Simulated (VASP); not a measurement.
# Al (Fd-3m) in VASP: notebook

Runs on Al. Level: LDA. Tasks: single point, relaxation of cell and atoms.

All numbers are computed with VASP 6.6.1; they aren't measurements. Logs are shortened: lines on timing, memory, paths and dates and some standing lists are left out, and cuts for length are marked.

## Step 1: The cell of the first run

It takes space group Fd-3m (No. 227, cubic). Conventional cell: a = 5.950 Å, b = 5.950 Å, c = 5.950 Å, α = 90.00°, β = 90.00°, γ = 90.00°. Within 3.4 Å of Al (site symmetry -43m) lie 4 Al at 2.58 Å.

## Step 2: Single point, LDA

File INCAR:

```
ALGO = Normal
EDIFF = 1E-6
ENCUT = 520
ISIF = 2
ISMEAR = -1
LASPH = T
LCHARG = F
LREAL = F
LWAVE = F
NBANDS = 10
NELM = 80
PREC = Accurate
SIGMA = 0.1
```

File KPOINTS:

```
k-points
0
Gamma
  8 8 8
```

File POSCAR:

```
Al
1.0
    0.0000000000      2.9750815209      2.9750815209
    2.9750815209      0.0000000000      2.9750815209
    2.9750815209      2.9750815209      0.0000000000
Al
2
Direct
    1.0000000000      1.0000000000      1.0000000000
    0.2500000000      0.2500000000      0.2500000000
```

Potentials or basis: VASP PAW LDA potentials, release 64 (Al).

Started as:

```bash
$ cat potpaw_LDA.64/Al/POTCAR > POTCAR
$ mpirun -np 1 vasp_std > vasp.out
```

OUTCAR:

```text
EDIFF = 1E-6
   ENCUT = 520
   ISIF = 2
   ISMEAR = -1
   LASPH = T
   LREAL = F
   NELM = 80
   PREC = Accurate

 ion  position               nearest neighbor table
   1  0.000  0.000  0.000-   2 2.58   2 2.58   2 2.58   2 2.58
   2  0.250  0.250  0.250-   1 2.58   1 2.58   1 2.58   1 2.58

  LATTYP: Found a face centered cubic cell.
 ALAT       =     5.9501630418

  Lattice vectors:

 A1 = (   0.0000000000,   2.9750815209,   2.9750815209)
 A2 = (   2.9750815209,   0.0000000000,   2.9750815209)
 A3 = (   2.9750815209,   2.9750815209,   0.0000000000)

Analysis of symmetry for initial positions (statically):
=====================================================================
 Subroutine PRICEL returns:
 Original cell was already a primitive cell.

 Routine SETGRP: Setting up the symmetry group for a
 face centered cubic supercell.

 Subroutine GETGRP returns: Found 48 space group operations
 (whereof 24 operations were pure point group operations)
 out of a pool of 48 trial point group operations.

The static configuration has the point symmetry T_d .
 The point group associated with its full space group is O_h .

Analysis of symmetry for dynamics (positions and initial velocities):
=====================================================================
 Subroutine PRICEL returns:
 Original cell was already a primitive cell.

 Routine SETGRP: Setting up the symmetry group for a
 face centered cubic supercell.

 Subroutine GETGRP returns: Found 48 space group operations
 (whereof 24 operations were pure point group operations)
 out of a pool of 48 trial point group operations.

The dynamic configuration has the point symmetry T_d .
 The point group associated with its full space group is O_h .

 Subroutine INISYM returns: Found 48 space group operations
 (whereof 24 operations are pure point group operations),
 and found     1 'primitive' translations

----------------------------------------------------------------------------------------

                                     Primitive cell

  volume of cell :      52.6655

  direct lattice vectors                    reciprocal lattice vectors
     0.000000000  2.975081521  2.975081521    -0.168062622  0.168062622  0.168062622
     2.975081521  0.000000000  2.975081521     0.168062622 -0.168062622  0.168062622
     2.975081521  2.975081521  0.000000000     0.168062622  0.168062622 -0.168062622

  length of vectors
     4.207400636  4.207400636  4.207400636     0.291093000  0.291093000  0.291093000

  position of ions in fractional coordinates (direct lattice)
     0.000000000  0.000000000  0.000000000
[... 80 lines left out ...]
   EDIFFG = 0.1E-04   stopping-criterion for IOM
   NSW    =      0    number of steps for IOM
   IBRION =     -1    ionic relax: 0-MD 1-quasi-New 2-CG
   NFREE  =      0    steps in history (QN), initial steepest desc. (CG)
   ISIF   =      2    stress and relaxation
   ISYM   =      2    0-nonsym 1-usesym 2-fastsym
   POTIM  = 0.5000    time-step for ionic-motion
   TEBEG  =    0.0;   TEEND  =   0.0 temperature during run
   PSTRESS=    0.0 pullay stress
   NELECT =       6.0000    total number of electrons
   NUPDOWN=      -1.0000    fix difference up-down
   EMIN   =  10.00;   EMAX   =-10.00  energy-range for DOS
   EFERMI =   0.00;   METHOD = LEGACY
   ISMEAR =    -1;   SIGMA  =   0.10  broadening in eV -4-tet -1-fermi 0-gaus
   EFERMI_NEDOS =   21; number of points for ismear=-14 and -15
   IALGO  =     38    algorithm
   IMIX   =      4    mixing-type and parameters
     AMIX     =   0.40;   BMIX     =  1.00
     AMIX_MAG =   1.60;   BMIX_MAG =  1.00
  volume/ion in A,a.u.               =      26.33       177.70
  Fermi-wavevector in a.u.,A,eV,Ry     =   0.793627  1.499737  8.569543  0.629844
  Thomas-Fermi vector in A             =   1.899600
   LORBIT       =      0    0 simple, 1 ext, 2 COOP (PROOUT), +10 PAW based schemes
   GGA     = CA    functional components
   LHFCALC =     F    Hartree Fock is set to
   AEXX    =    0.0000 exact exchange contribution
   IVDW    =     0    specifies the selected vdW correction
   LEPSILON=     F    determine dielectric tensor
   LRPA    =     F    only Hartree local field effects (RPA)
 non-spin polarized calculation
  energy-cutoff  :      520.00
  volume of cell :       52.67
 maximum number of plane-waves:      1428
   NGX = 15   NGY = 15   NGZ = 15

 number of electron       6.0000000 magnetization

 Free energy of the ion-electron system (eV)
  ---------------------------------------------------
  ext. energy  EPLUGINS =         0.00000000
  ---------------------------------------------------
  free energy    TOTEN  =        -6.79756513 eV

  energy without entropy =       -6.74730494  energy(sigma->0) =       -6.77243503

 E-fermi :   2.9312     XC(G=0):  -8.4521

 val. band max:        2.9024806120   @ k =  -0.3750   0.3750   0.0000
 cond. band min:       2.9692861205   @ k =  -0.2500   0.1250   0.0000
 fundamental gap:      0.0668055086
 Fermi energy:         2.9311604089

 k-point     1 :       0.0000    0.0000    0.0000
  band No.  band energies     occupation
      1      -5.1307      2.00000
      2       5.1046      0.00000
      3       5.1046      0.00000
      4       5.1046      0.00000
      5       6.9490      0.00000
      6       6.9490      0.00000
      7       6.9490      0.00000
      8       8.4187      0.00000
      9      10.8446      0.00000
     10      10.9404      0.00000
[... 287 lines left out ...]
 k-point    24 :      -0.3750    0.2500    0.1250
  band No.  band energies     occupation
      1      -2.5579      2.00000
      2      -0.7783      2.00000
      3       1.9701      1.99987
      4       3.0814      0.36426
      5       7.1246      0.00000
      6       7.3640      0.00000
      7       9.7533      0.00000
      8      10.6794      0.00000
      9      11.0149      0.00000
     10      13.2664      0.00000

 [... further k-points ...]
[... 5 lines left out ...]
  --------------------------------------------------------------------------------------
  -------------------------------------------------------------------------------------
  Total        0.0189614      0.0189614      0.0189614     -0.0000000     -0.0000000      0.0000000
  in kB        0.5768385      0.5768385      0.5768385     -0.0000000     -0.0000000      0.0000000
  external PRESSURE =       0.5768385 kB  Pullay stress =       0.0000000 kB

 VOLUME and BASIS-vectors are now :
 -----------------------------------------------------------------------------
  energy-cutoff  :      520.00
  volume of cell :       52.67
      direct lattice vectors                 reciprocal lattice vectors
     0.000000000  2.975081521  2.975081521    -0.168062622  0.168062622  0.168062622
     2.975081521  0.000000000  2.975081521     0.168062622 -0.168062622  0.168062622
     2.975081521  2.975081521  0.000000000     0.168062622  0.168062622 -0.168062622

 POSITION                                       TOTAL-FORCE (eV/Angst)
 -----------------------------------------------------------------------------------
      0.00000      0.00000      0.00000        -0.000000      0.000000     -0.000000
      1.48754      1.48754      1.48754         0.000000     -0.000000      0.000000
 -----------------------------------------------------------------------------------
    total drift:                               -0.000000      0.000000      0.000000

  FREE ENERGIE OF THE ION-ELECTRON SYSTEM (eV)
  ---------------------------------------------------
  free  energy   TOTEN  =        -6.7975651257 eV

  energy  without entropy=       -6.7473049360  energy(sigma->0) =       -6.77243503
```

OSZICAR:

```text
N       E                     dE             d eps       ncg     rms          rms(c)
DAV:   1     0.428525422968E-01    0.42853E-01   -0.19283E+03   588   0.411E+02
DAV:   2    -0.666456110491E+01   -0.67074E+01   -0.64597E+01   776   0.501E+01
DAV:   3    -0.681429009654E+01   -0.14973E+00   -0.14878E+00   750   0.611E+00
DAV:   4    -0.681547987191E+01   -0.11898E-02   -0.11896E-02   694   0.621E-01
DAV:   5    -0.681549901260E+01   -0.19141E-04   -0.19141E-04   692   0.742E-02    0.168E+00
DAV:   6    -0.680447624397E+01    0.11023E-01   -0.38111E-03   676   0.240E-01    0.101E+00
DAV:   7    -0.679754685365E+01    0.69294E-02   -0.99288E-03   634   0.391E-01    0.116E-01
DAV:   8    -0.679756980658E+01   -0.22953E-04   -0.45157E-04   666   0.101E-01    0.385E-02
DAV:   9    -0.679756522047E+01    0.45861E-05   -0.14880E-05   688   0.222E-02    0.253E-02
DAV:  10    -0.679756512569E+01    0.94774E-07   -0.97946E-07   428   0.580E-03
   1 F= -.67975651E+01 E0= -.67724350E+01  d E =-.502602E-01
```

It took 5.8 s on 1 thread of Intel Xeon Platinum 8259CL at 2.50GHz (Skylake/Cascade Lake), shared host; peak memory 0.14 GiB.

Results:

- Free energy: -6.7976 eV
- Pressure: 0.1 GPa
- Band gap on the k mesh: zero (band 3 reaches 5.10 eV, above the bottom of band 4 at 1.46 eV)

Levels at points of the mesh, in eV from the Fermi level:
```csv
k point,band 1,band 2,band 3,band 4,band 5,band 6
"(0.00, 0.00, 0.00)",-8.06,2.17,2.17,2.17,4.02,4.02
"(0.50, 0.00, 0.00)",-5.96,-3.97,1.13,1.13,3.33,4.43
"(0.50, 0.50, 0.00)",-4.43,-4.43,-0.41,-0.41,2.07,2.07
```

(Part 1 of 2 ends here.)
